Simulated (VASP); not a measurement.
Wanted: the native input for a VASP 6.6.1 run.

- Task: single point
- Functional: r2SCAN
- Dispersion: D3(BJ)
- Potentials or basis: VASP PAW PBE potentials, release 64 (C, O, H, N)
- Cutoff: 520 eV
- k mesh: 1 × 1 × 1
- Occupations: fermi-dirac, width 0.02 eV
- Spin: no spin polarisation
- Dipole correction: no
- Further INCAR settings: LREAL = Auto; ALGO = Normal; EDIFF = 1e-06; NBANDS = 68

System: H21C10N3O2.

```
CELL_PARAMETERS angstrom
7.14004 0.00000 0.00000
0.00000 7.14004 0.00000
0.00000 0.00000 7.14004
ATOMIC_POSITIONS crystal
C 0.82399 0.32666 0.93406
C 0.85151 0.18308 0.78872
C 0.17154 0.14752 0.27570
C 0.29161 0.23235 0.12521
C 0.41054 0.51326 0.58404
C 0.41255 0.71203 0.58232
C 0.95634 0.51661 0.36765
C 0.97440 0.68134 0.48290
C 0.46784 0.68327 0.04830
C 0.62353 0.79266 0.10350
O 0.01208 0.25059 0.69246
O 0.48440 0.23623 0.20253
H 0.08784 0.14756 0.65250
H 0.87201 0.02289 0.80550
H 0.72316 0.19137 0.69425
H 0.71542 0.26769 0.03477
H 0.96252 0.38228 0.99256
H 0.78026 0.45895 0.87465
H 0.52334 0.11486 0.16688
H 0.27591 0.14716 0.00332
H 0.25870 0.37064 0.08511
H 0.00676 0.13365 0.25595
H 0.21620 0.99693 0.27935
H 0.19405 0.21494 0.41644
H 0.39777 0.49085 0.43655
H 0.54770 0.45208 0.61082
H 0.29525 0.45361 0.66694
H 0.91319 0.55885 0.23330
H 0.10339 0.45968 0.37581
H 0.88762 0.40518 0.44274
H 0.55696 0.56278 0.02411
H 0.38774 0.69221 0.16632
H 0.38956 0.73928 0.93399
N 0.41644 0.86011 0.52792
N 0.00034 0.80683 0.58934
N 0.76491 0.85652 0.14047
```

These files were run (other wordings do the same):

POSCAR

```
H21C10N3O2
1.0
    7.1400370000      0.0000000000      0.0000000000
    0.0000000000      7.1400370000      0.0000000000
    0.0000000000      0.0000000000      7.1400370000
C O H N
10 2 21 3
Direct
    0.8239873267      0.3266649739      0.9340567843
    0.8515081925      0.1830802838      0.7887214030
    0.1715397273      0.1475202439      0.2756988514
    0.2916091331      0.2323517371      0.1252094352
    0.4105440910      0.5132606456      0.5840445925
    0.4125468818      0.7120271225      0.5823219123
   -0.0436552360      0.5166079672      0.3676451537
   -0.0256021082      0.6813410071      0.4828966573
    0.4678407129      0.6832737701      1.0482998898
    0.6235261806      0.7926569568      1.1034956822
    1.0120815901      0.2505869367      0.6924613976
    0.4843952489      0.2362312688      0.2025339645
    1.0878375000      0.1475622605      0.6525036215
    0.8720122879      0.0228850355      0.8055000275
    0.7231615186      0.1913715573      0.6942541054
    0.7154164607      0.2676876885      1.0347705481
    0.9625160206      0.3822809322      0.9925578817
    0.7802620631      0.4589472015      0.8746453275
    0.5233446269      0.1148593488      0.1668758859
    0.2759089344      0.1471561002      0.0033193105
    0.2586961384      0.3706423370      0.0851116038
    0.0067646708      0.1336547696      0.2559510546
    0.2162033614     -0.0030672110      0.2793542947
    0.1940466135      0.2149428637      0.4164404190
    0.3977710480      0.4908517981      0.4365523596
    0.5477002430      0.4520844920      0.6108231652
    0.2952505708      0.4536110947      0.6669433226
   -0.0868062729      0.5588486446      0.2333041131
    0.1033888200      0.4596754891      0.3758103775
   -0.1123803700      0.4051799732      0.4427428037
    0.5569578981      0.5627841985      1.0241123400
    0.3877430887      0.6922092981      1.1663244882
    0.3895638076      0.7392818833      0.9339867567
    0.4164404190      0.8601075877      0.5279244351
    0.0003361327      0.8068305528      0.5893386827
    0.7649120026      0.8565221721      1.1404702805
```

INCAR.step1

```
PREC     = Accurate       # precision mode
ENCUT    = 520            # plane-wave cutoff, eV
ISMEAR   = -1             # smearing method
SIGMA    = 0.02           # smearing width, eV
LREAL    = Auto         
LASPH    = True           # aspherical terms in the spheres
NELM     = 60             # most SCF steps
NBANDS   = 68             # bands
GGA      = PE             # functional
ALGO     = Normal         # electronic algorithm
EDIFF    = 1E-4           # SCF threshold, eV
LWAVE    = True           # write WAVECAR
LCHARG   = False          # write CHGCAR
```

INCAR.step2

```
PREC     = Accurate       # precision mode
ENCUT    = 520            # plane-wave cutoff, eV
EDIFF    = 1E-6           # SCF threshold, eV
ISMEAR   = -1             # smearing method
SIGMA    = 0.02           # smearing width, eV
LREAL    = Auto         
LASPH    = True           # aspherical terms in the spheres
NELM     = 60             # most SCF steps
ALGO     = Normal         # electronic algorithm
ISIF     = 2              # what is computed and relaxed
LWAVE    = False          # write WAVECAR
LCHARG   = False          # write CHGCAR
METAGGA  = R2SCAN         # meta-GGA
LMIXTAU  = True         
IVDW     = 12             # dispersion correction
VDW_S6   = 1.0          
VDW_S8   = 0.78981345   
VDW_A1   = 0.49484001   
VDW_A2   = 5.73083694   
NBANDS   = 68             # bands
ISTART   = 1
```

KPOINTS

```
regular mesh
0
Gamma
  1 1 1
```

Potentials or basis: VASP PAW PBE potentials, release 64 (C, O, H, N).

The run is started by

```sh
$ cat potpaw_PBE.64/C/POTCAR potpaw_PBE.64/O/POTCAR potpaw_PBE.64/H/POTCAR potpaw_PBE.64/N/POTCAR > POTCAR
$ cp INCAR.step1 INCAR
$ mpirun -np 1 vasp_gam > vasp.out
$ cp INCAR.step2 INCAR
$ mpirun -np 1 vasp_gam > vasp.out
```

It gave:

* Pressure: 2.4 GPa
* Largest force: 4.411 eV/Å
* Band gap on the k mesh: 5.04 eV
* Dispersion energy per atom: -0.025 eV

Caveat: the k points lie up to 0.88 Å⁻¹ apart; the atoms stand as in a frame of molecular dynamics; the PAW data sets were made with another functional, which shifts forces and pressure a little.

Run time: 4.4 min on 1 thread of AMD EPYC 7R13 Processor (Zen 3), on a shared host, peak memory 0.42 GiB.
